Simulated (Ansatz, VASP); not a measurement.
**One calculation of HC6, two programs**

```
C H
1.0
     4.88953    0.00000    0.00000
    -1.22238    8.78496    0.00000
     0.00000    0.00000   22.74747
C H
12 2
Cartesian
  0.0000 0.6804 4.0000
  2.4448 0.6804 4.0000
  1.2224 0.8504 4.6849
  3.6671 0.8504 4.6849
  1.2224 1.1906 6.0548
  3.6671 1.1906 6.0548
  0.0000 1.3574 6.7220
  2.4448 1.3574 6.7220
  0.0000 1.7173 8.1518
  2.4448 1.7173 8.1518
  1.2224 1.8685 8.7475
  3.6671 1.8685 8.7475
  0.0448 1.3954 10.1575
  -0.0448 2.0392 10.1575
```

Alike in both runs: task single point; functional LDA; k mesh 6 × 3 × 1; occupations gaussian, width 0.1 eV; no spin polarisation.

```csv
,VASP,Ansatz
version,VASP 6.6.1,Ansatz 0.2.0
potentials or method,"VASP PAW LDA potentials, release 64 (C, H), cutoff 520 eV","scalar-relativistic, plane waves, PAW"
valence electrons in the cell,50,50
```

|  | VASP | Ansatz | Ansatz less VASP |
| --- | --- | --- | --- |
| gap on the k mesh at the Fermi level (eV) | 0.04 | 0.04 | 0.000 |
| least direct gap on the mesh (eV) | 0.04 | 0.04 | 0.000 |
| rms of the force components (eV/Å) | 1.739 | 1.734 | -0.0046 |

LDA's correlation is that of Perdew and Zunger in VASP and of Perdew and Wang (1992) in Ansatz. Atom by atom the forces differ by 0.024 eV/Å (rms over components).
